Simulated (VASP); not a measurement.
# Y: single point with PBE

Y:

```
Y
1.0
     0.00000    2.60204    2.60204
     2.60204    0.00000    2.60204
     2.60204    2.60204    0.00000
Y
1
Direct
  0.00000 0.00000 0.00000
```

This cell differs from its parent crystal: volume scaled by 1.06.

```
Program             : VASP 6.6.1
Task                : single point
Functional          : PBE
Potentials or basis : VASP PAW PBE potentials, release 64 (Y_sv)
Cutoff              : 520 eV
k mesh              : 9 × 9 × 9
Occupations         : fermi-dirac, width 0.05 eV
Spin                : no spin polarisation
```

The pressure is -2.8 GPa.

Levels at points of the mesh, in eV from the Fermi level:
```
           k point  band 3  band 4  band 5  band 6  band 7  band 8
(0.00, 0.00, 0.00)  -22.67  -22.67   -4.65    1.67    1.67    1.67
```

Wall time 18 s on 1 thread of AMD EPYC 7R13 Processor (Zen 3), with other jobs on the host, peak memory 0.14 GiB.
